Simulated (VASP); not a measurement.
Input of a VASP 6.6.1 run:

The input INCAR:

```
ALGO = Normal
EDIFF = 1E-6
ENCUT = 520
GGA = PS
ISIF = 2
ISMEAR = -1
LASPH = T
LCHARG = F
LDAU = T
LDAUJ = 0 0 0
LDAUL = -1 2 -1
LDAUPRINT = 1
LDAUTYPE = 2
LDAUU = 0 3 0
LMAXMIX = 4
LREAL = F
LWAVE = F
NBANDS = 28
NELM = 150
PREC = Accurate
SIGMA = 0.05
```

The input KPOINTS:

```
k-points
0
Gamma
  6 6 6
```

File POSCAR:

```
BaZrO3
1.0
    4.1927503493      0.0000000000      0.0000000000
    0.0000000000      4.1927503493      0.0000000000
    0.0000000000      0.0000000000      4.1927503493
Ba Zr O
1 1 3
Direct
    0.0000000000      0.0000000000      0.0000000000
    0.5000000000      0.5000000000      0.5000000000
    0.5000000000      0.5000000000      0.0000000000
    0.5000000000      0.0000000000      0.5000000000
    0.0000000000      0.5000000000      0.5000000000
```

Potentials or basis: VASP PAW PBE potentials, release 64 (Ba_sv, Zr_sv, O).

The run is started by

```console
$ cat potpaw_PBE.64/Ba_sv/POTCAR potpaw_PBE.64/Zr_sv/POTCAR potpaw_PBE.64/O/POTCAR > POTCAR
$ mpirun -np 1 vasp_std > vasp.out
```

**Question.** Predict the pressure.

**Answer.** 2.8 GPa.

**Question.** Predict the band gap on the k mesh.

**Answer.** 3.53 eV, indirect (least direct gap 3.80 eV).

Eigenvalues of the final occupation matrices:
| site | spin | trace | eigenvalues |
| --- | --- | --- | --- |
| site 2 d | 1 | 0.67 | 0.08 0.08 0.08 0.21 0.21 |
| site 2 d | 2 | 0.67 | 0.08 0.08 0.08 0.21 0.21 |

Caveat: the PAW data sets were made with another functional, which shifts forces and pressure a little; spin-orbit coupling is left out, which moves the levels of the heavy elements. A k mesh can miss the band edges.
